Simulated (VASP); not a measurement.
# HfS5 (P6/mmm) in VASP: notebook

The runs below take HfS5 through single point, relaxation of cell and atoms, with PBE.

All numbers are computed with VASP 6.6.1; they aren't measurements. Logs are shortened: lines on timing, memory, paths and dates and some standing lists are left out, and cuts for length are marked.

## 1. The cell of the first run

It takes space group P6/mmm (No. 191, hexagonal). Conventional cell: a = 4.615 Å, b = 4.615 Å, c = 7.428 Å, α = 90.00°, β = 90.00°, γ = 120.00°. Hf (site symmetry 6/mmm) has 6 S at 2.66 Å within 3.5 Å. S (site symmetry mmm) has 4 S at 2.31 Å within 3.0 Å. Within 3.5 Å of S (site symmetry -6m2) lie 3 Hf at 2.66 Å and 3 S at 2.66 Å.

## 2. Single point, PBE

INCAR

```
SYSTEM = HfS5
PREC = Accurate
ENCUT = 520
EDIFF = 1E-6
ISMEAR = 0
SIGMA = 0.1
LREAL = .FALSE.
LASPH = .TRUE.
NELM = 60
ALGO = Normal
ISIF = 2
LWAVE = .FALSE.
LCHARG = .FALSE.
GGA = PE
NBANDS = 29
```

KPOINTS

```
Automatic mesh
0
G
  3 3 4
  0 0 0
```

POSCAR

```
HfS5
1.0
    4.6146958803      0.0000000000      0.0000000000
   -2.3073479401      3.9964438631      0.0000000000
    0.0000000000      0.0000000000      7.4275995747
Hf S
1 5
Direct
    0.0000000000      0.0000000000      0.0000000000
    0.5000000000      0.0000000000      0.5000000000
    0.5000000000      0.5000000000      0.5000000000
    0.0000000000      0.5000000000      0.5000000000
    0.3333333333      0.6666666667      0.0000000000
    0.6666666667      0.3333333333      0.0000000000
```

Potentials or basis: VASP PAW PBE potentials, release 64 (Hf_pv, S).

On the command line:

```
cat potpaw_PBE.64/Hf_pv/POTCAR potpaw_PBE.64/S/POTCAR > POTCAR
mpirun -np 1 vasp_std > vasp.out
```

OUTCAR:

```text
SYSTEM = HfS5
   PREC = Accurate
   ENCUT = 520
   EDIFF = 1E-6
   ISMEAR = 0
   LREAL = .FALSE.
   LASPH = .TRUE.
   NELM = 60
   ISIF = 2
   GGA = PE

 ion  position               nearest neighbor table
   1  0.000  0.000  0.000-   5 2.66   6 2.66   5 2.66   6 2.66   6 2.66   5 2.66
   2  0.500  0.000  0.500-   3 2.31   3 2.31   4 2.31   4 2.31
   3  0.500  0.500  0.500-   2 2.31   2 2.31   4 2.31   4 2.31
   4  0.000  0.500  0.500-   3 2.31   3 2.31   2 2.31   2 2.31
   5  0.333  0.667  0.000-   1 2.66   6 2.66   6 2.66   1 2.66   1 2.66   6 2.66
   6  0.667  0.333  0.000-   1 2.66   5 2.66   5 2.66   1 2.66   1 2.66   5 2.66

  LATTYP: Found a hexagonal cell.
 ALAT       =     4.6146958803
 C/A-ratio  =     1.6095534283

  Lattice vectors:

 A1 = (   4.6146958803,   0.0000000000,   0.0000000000)
 A2 = (  -2.3073479401,   3.9964438631,   0.0000000000)
 A3 = (   0.0000000000,   0.0000000000,   7.4275995747)

Analysis of symmetry for initial positions (statically):
=====================================================================
 Subroutine PRICEL returns:
 Original cell was already a primitive cell.

 Routine SETGRP: Setting up the symmetry group for a
 hexagonal supercell.

 Subroutine GETGRP returns: Found 24 space group operations
 (whereof 24 operations were pure point group operations)
 out of a pool of 24 trial point group operations.

The static configuration has the point symmetry D_6h.

Analysis of symmetry for dynamics (positions and initial velocities):
=====================================================================
 Subroutine PRICEL returns:
 Original cell was already a primitive cell.

 Routine SETGRP: Setting up the symmetry group for a
 hexagonal supercell.

 Subroutine GETGRP returns: Found 24 space group operations
 (whereof 24 operations were pure point group operations)
 out of a pool of 24 trial point group operations.

The dynamic configuration has the point symmetry D_6h.

 Subroutine INISYM returns: Found 24 space group operations
 (whereof 24 operations are pure point group operations),
 and found     1 'primitive' translations

----------------------------------------------------------------------------------------

                                     Primitive cell

  volume of cell :     136.9826

  direct lattice vectors                    reciprocal lattice vectors
     4.614695880  0.000000000  0.000000000     0.216699004  0.125111228  0.000000000
    -2.307347940  3.996443863  0.000000000     0.000000000  0.250222456  0.000000000
     0.000000000  0.000000000  7.427599575     0.000000000  0.000000000  0.134632998

  length of vectors
     4.614695880  4.614695880  7.427599575     0.250222456  0.250222456  0.134632998

  position of ions in fractional coordinates (direct lattice)
     0.000000000  0.000000000  0.000000000
     0.500000000  0.000000000  0.500000000
     0.500000000  0.500000000  0.500000000
     1.000000000  0.500000000  0.500000000
     0.333333333  0.666666667  0.000000000
     0.666666667  0.333333333  0.000000000

  ion indices of the primitive-cell ions
   primitive index   ion index
                 1           1
                 2           2
                 3           3
                 4           4
                 5           5
                 6           6

----------------------------------------------------------------------------------------

 KPOINTS: Automatic mesh

Automatic generation of k-mesh.
 Grid dimensions read from file:
 generate k-points for:    3    3    4

 Generating k-lattice:

  Cartesian coordinates                     Fractional coordinates (reciprocal lattice)
     0.072233001  0.041703743  0.000000000     0.333333333 -0.000000000  0.000000000
     0.000000000  0.083407485  0.000000000     0.000000000  0.333333333  0.000000000
     0.000000000  0.000000000  0.033658250     0.000000000  0.000000000  0.250000000

  Length of vectors
     0.083407485  0.083407485  0.033658250

  Shift w.r.t. Gamma in fractional coordinates (k-lattice)
     0.000000000  0.000000000  0.000000000

 Subroutine IBZKPT returns following result:
 ===========================================

 Found      9 irreducible k-points:

 Following reciprocal coordinates:
            Coordinates               Weight
  0.000000  0.000000  0.000000      1.000000
  0.333333  0.000000  0.000000      6.000000
  0.333333  0.333333  0.000000      2.000000
  0.000000  0.000000  0.250000      2.000000
  0.333333  0.000000  0.250000     12.000000
  0.333333  0.333333  0.250000      4.000000
  0.000000  0.000000  0.500000      1.000000
  0.333333  0.000000  0.500000      6.000000
  0.333333  0.333333  0.500000      2.000000
   k-points           NKPTS =      9   k-points in BZ     NKDIM =      9   number of bands    NBANDS=     29
   number of dos      NEDOS =    301   number of ions     NIONS =      6
   total plane-waves  NPLWV =  72576
   dimension x,y,z NGX =    36 NGY =   36 NGZ =   56
   dimension x,y,z NGXF=    72 NGYF=   72 NGZF=  112
   ions per type =               1   5
   NGX,Y,Z   is equivalent  to a cutoff of  12.97, 12.97, 12.53 a.u.
   NGXF,Y,Z  is equivalent  to a cutoff of  25.94, 25.94, 25.07 a.u.
 SYSTEM =  HfS5
   PREC   = accura    normal or accurate (medium, high low for compatibility)
   ISTART =      0    job   : 0-new  1-cont  2-samecut
   ICHARG =      2    charge: 1-file 2-atom 10-const
   ISPIN  =      1    spin polarized calculation?
   LNONCOLLINEAR =      F non collinear calculations
   LSORBIT =      F    spin-orbit coupling
   LASPH  =      T    aspherical Exc in radial PAW
   ENCUT  =  520.0 eV  38.22 Ry    6.18 a.u.   8.58  8.58 13.81*2*pi/ulx,y,z
   NELM   =     60;   NELMIN=  2; NELMDL= -5     # of ELM steps
   EDIFF  = 0.1E-05   stopping-criterion for ELM
   LREAL  =      F    real-space projection
   EDIFFG = 0.1E-04   stopping-criterion for IOM
   NSW    =      0    number of steps for IOM
   IBRION =     -1    ionic relax: 0-MD 1-quasi-New 2-CG
   NFREE  =      0    steps in history (QN), initial steepest desc. (CG)
   ISIF   =      2    stress and relaxation
   ISYM   =      2    0-nonsym 1-usesym 2-fastsym
   POTIM  = 0.5000    time-step for ionic-motion
   TEBEG  =    0.0;   TEEND  =   0.0 temperature during run
   PSTRESS=    0.0 pullay stress
   NELECT =      40.0000    total number of electrons
   NUPDOWN=      -1.0000    fix difference up-down
   EMIN   =  10.00;   EMAX   =-10.00  energy-range for DOS
   EFERMI =   0.00;   METHOD = LEGACY
   ISMEAR =     0;   SIGMA  =   0.10  broadening in eV -4-tet -1-fermi 0-gaus
   EFERMI_NEDOS =   21; number of points for ismear=-14 and -15
   IALGO  =     38    algorithm
   IMIX   =      4    mixing-type and parameters
     AMIX     =   0.40;   BMIX     =  1.00
     AMIX_MAG =   1.60;   BMIX_MAG =  1.00
  volume/ion in A,a.u.               =      22.83       154.07
  Fermi-wavevector in a.u.,A,eV,Ry     =   1.086108  2.052447 16.049852  1.179631
  Thomas-Fermi vector in A             =   2.222237
   LORBIT       =      0    0 simple, 1 ext, 2 COOP (PROOUT), +10 PAW based schemes
   GGA     = PE    functional components
   LHFCALC =     F    Hartree Fock is set to
   AEXX    =    0.0000 exact exchange contribution
   IVDW    =     0    specifies the selected vdW correction
   LEPSILON=     F    determine dielectric tensor
   LRPA    =     F    only Hartree local field effects (RPA)
 non-spin polarized calculation
 Gauss-broadening in eV      SIGMA  =   0.10
  energy-cutoff  :      520.00
  volume of cell :      136.98
 maximum number of plane-waves:      3693
 NGX is ok and might be reduce to    36
   NGX = 17   NGY = 17   NGZ = 27

 number of electron      40.0000006 magnetization

 Free energy of the ion-electron system (eV)
  ---------------------------------------------------
  ext. energy  EPLUGINS =         0.00000000
  ---------------------------------------------------
  free energy    TOTEN  =       -29.44289575 eV

  energy without entropy =      -29.41177190  energy(sigma->0) =      -29.42733382

 E-fermi :   4.5234     XC(G=0):  -9.2166

 val. band max:        4.4284815226   @ k =   0.0000   0.0000   0.2500
 cond. band min:       4.5814772100   @ k =   0.3333   0.0000   0.5000
 fundamental gap:      0.1529956874
 Fermi energy:         4.5234224798

 k-point     1 :       0.0000    0.0000    0.0000
  band No.  band energies     occupation
      1     -28.2668      2.00000
      2     -27.4996      2.00000
      3     -27.4996      2.00000
      4     -13.5698      2.00000
      5      -9.9682      2.00000
      6      -6.8768      2.00000
[... 21 lines left out ...]
     28       9.7455      0.00000
     29       9.7940      0.00000

 k-point     2 :       0.3333    0.0000    0.0000
  band No.  band energies     occupation
      1     -28.2661      2.00000
      2     -27.5155      2.00000
      3     -27.5029      2.00000
      4     -12.8329      2.00000
      5     -10.0164      2.00000
      6      -9.1310      2.00000
[... 21 lines left out ...]
     28       9.2924      0.00000
     29       9.4885      0.00000

 k-point     3 :       0.3333    0.3333    0.0000
  band No.  band energies     occupation
      1     -28.2657      2.00000
      2     -27.5140      2.00000
      3     -27.5140      2.00000
      4     -11.6320      2.00000
      5     -11.6320      2.00000
      6      -8.1430      2.00000
[... 21 lines left out ...]
     28       7.3117      0.00000
     29       8.0209      0.00000

 k-point     4 :       0.0000    0.0000    0.2500
  band No.  band energies     occupation
      1     -28.2668      2.00000
      2     -27.4996      2.00000
      3     -27.4996      2.00000
      4     -13.5687      2.00000
      5      -9.9733      2.00000
      6      -6.8765      2.00000
[... 21 lines left out ...]
     28       9.5470      0.00000
     29       9.7979      0.00000

 k-point     5 :       0.3333    0.0000    0.2500
  band No.  band energies     occupation
      1     -28.2661      2.00000
      2     -27.5155      2.00000
      3     -27.5029      2.00000
      4     -12.8321      2.00000
      5     -10.0154      2.00000
      6      -9.1357      2.00000
[... 21 lines left out ...]
     28       9.4886      0.00000
     29       9.8452      0.00000

 k-point     6 :       0.3333    0.3333    0.2500
  band No.  band energies     occupation
      1     -28.2657      2.00000
      2     -27.5140      2.00000
      3     -27.5140      2.00000
      4     -11.6314      2.00000
      5     -11.6314      2.00000
      6      -8.1471      2.00000
[... 21 lines left out ...]
     28       7.3106      0.00000
     29       7.7359      0.00000

 k-point     7 :       0.0000    0.0000    0.5000
  band No.  band energies     occupation
      1     -28.2668      2.00000
      2     -27.4996      2.00000
      3     -27.4996      2.00000
      4     -13.5678      2.00000
      5      -9.9783      2.00000
      6      -6.8763      2.00000
[... 21 lines left out ...]
     28       9.7624      0.00000
     29       9.8230      0.00000

 k-point     8 :       0.3333    0.0000    0.5000
  band No.  band energies     occupation
      1     -28.2661      2.00000
      2     -27.5155      2.00000
      3     -27.5029      2.00000
      4     -12.8313      2.00000
      5     -10.0145      2.00000
      6      -9.1405      2.00000
[... 21 lines left out ...]
     28       9.4894      0.00000
     29      10.1281      0.00000

 k-point     9 :       0.3333    0.3333    0.5000
  band No.  band energies     occupation
      1     -28.2657      2.00000
      2     -27.5140      2.00000
      3     -27.5140      2.00000
      4     -11.6307      2.00000
      5     -11.6307      2.00000
      6      -8.1511      2.00000
[... 21 lines left out ...]
     28       7.3094      0.00000
     29       7.5753      0.00000

------------------------ aborting loop because EDIFF is reached ----------------------------------------

  FORCE on cell =-STRESS in cart. coord.  units (eV):
  Direction    XX          YY          ZZ          XY          YZ          ZX
  --------------------------------------------------------------------------------------
  -------------------------------------------------------------------------------------
  Total       -0.5017098     -0.5017098      0.2604850     -0.0000000      0.0000000      0.0000000
  in kB       -5.8681050     -5.8681050      3.0466877     -0.0000000      0.0000000      0.0000000
  external PRESSURE =      -2.8965074 kB  Pullay stress =       0.0000000 kB

 VOLUME and BASIS-vectors are now :
 -----------------------------------------------------------------------------
  energy-cutoff  :      520.00
  volume of cell :      136.98
      direct lattice vectors                 reciprocal lattice vectors
     4.614695880  0.000000000  0.000000000     0.216699004  0.125111228  0.000000000
    -2.307347940  3.996443863  0.000000000     0.000000000  0.250222456  0.000000000
     0.000000000  0.000000000  7.427599575     0.000000000  0.000000000  0.134632998

 POSITION                                       TOTAL-FORCE (eV/Angst)
 -----------------------------------------------------------------------------------
      0.00000      0.00000      0.00000         0.000000      0.000000      0.000000
      2.30735      0.00000      3.71380         0.000000      0.000000      0.000000
      1.15367      1.99822      3.71380         0.000000      0.000000      0.000000
     -1.15367      1.99822      3.71380         0.000000      0.000000      0.000000
     -0.00000      2.66430      0.00000        -0.000000      0.000000      0.000000
      2.30735      1.33215      0.00000         0.000000      0.000000      0.000000
 -----------------------------------------------------------------------------------
    total drift:                                0.000000     -0.000000      0.000000

  FREE ENERGIE OF THE ION-ELECTRON SYSTEM (eV)
  ---------------------------------------------------
  free  energy   TOTEN  =       -29.4428957535 eV

  energy  without entropy=      -29.4117718957  energy(sigma->0) =      -29.42733382
```

Wall time 30 s (1 thread of Intel Xeon Platinum 8488C (Sapphire Rapids), shared host); peak memory 0.25 GiB.

What came out:

| Quantity | Value |
| --- | --- |
| Free energy | -29.4429 eV |
| Pressure | -0.3 GPa |
| Band gap on the k mesh | zero (band 20 reaches 5.03 eV, above the bottom of band 21 at 4.22 eV) |

Stress tensor (GPa, compression positive):
```
-0.59  0.00  0.00
 0.00 -0.59  0.00
 0.00  0.00  0.30
```

Caveat: the k points lie up to 0.52 Å⁻¹ apart; spin-orbit coupling is left out, which moves the levels of the heavy elements.

[end of part 1 of 3]
